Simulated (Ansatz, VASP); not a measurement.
# SnSe in VASP and in Ansatz

File INCAR:

```
PREC = Accurate ; ENCUT = 520
EDIFF = 1E-7 ; ISMEAR = 0
SIGMA = 0.05 ; LREAL = False
LASPH = True ; NELM = 100
ALGO = Normal ; ISIF = 2
LWAVE = False ; LCHARG = True
GGA = CA ; LELF = True
LVHAR = True ; NBANDS = 17
```

KPOINTS

```
Automatic mesh
0
Gamma
  8 8 8
```

Contents of POSCAR:

```
SnSe
1.0
    0.0000000000      3.0100000000      2.8896000000
    3.0100000000      0.0000000000      2.8896000000
    3.0100000000      3.0100000000      0.0000000000
Sn Se
1 1
Direct
    0.0000000000      0.0000000000      0.0000000000
    0.5000000000      0.5000000000      0.5000000000
```

Input for Ansatz:

```yaml
crystal:
  lattice:
    - [0.0, 3.01, 2.8896]
    - [3.01, 0.0, 2.8896]
    - [3.01, 3.01, 0.0]
  atoms:
    - { symbol: Sn, position: [0.0, 0.0, 0.0] }
    - { symbol: Se, position: [0.5, 0.5, 0.5] }
basis:
  ecutwfc: 420
kpoints:
  mp_grid: { grid: [8, 8, 8] }
hamiltonian:
  xc: lda
scf:
  occupations: { method: gaussian, width: 0.05 }
output:
  forces: true
  stress: true
  eigenvalues: true
```

Change from the starting cell: strain -0.0400 x Voigt [0, 0, 1, 0, 0, 0], atoms carried along.

Alike in both runs: task single point; functional LDA; k mesh 8 × 8 × 8; occupations gaussian, width 0.05 eV; no spin polarisation.

|  | VASP | Ansatz |
| --- | --- | --- |
| version | VASP 6.6.1 | Ansatz 0.2.0 |
| potentials or method | VASP PAW LDA potentials, release 64 (Sn_d, Se), cutoff 520 eV | scalar-relativistic, plane waves, PAW |
| valence electrons in the cell | 20 | 30 |

|  | VASP | Ansatz | Ansatz less VASP |
| --- | --- | --- | --- |
| gap on the k mesh at the Fermi level (eV) | 0.74 | 0.75 | +0.006 |
| least direct gap on the mesh (eV) | 0.79 | 0.80 | +0.006 |
| pressure (GPa) | -1.0 | -1.1 | -0.09 |
| traceless stress, the component that is largest in VASP (GPa) | 3.85 | 3.82 | -0.033 |

LDA's correlation is that of Perdew and Zunger in VASP and of Perdew and Wang (1992) in Ansatz. VASP's potentials hold 20 valence electrons a cell and Ansatz's 30, so a difference there can come from the potentials and not from the codes.
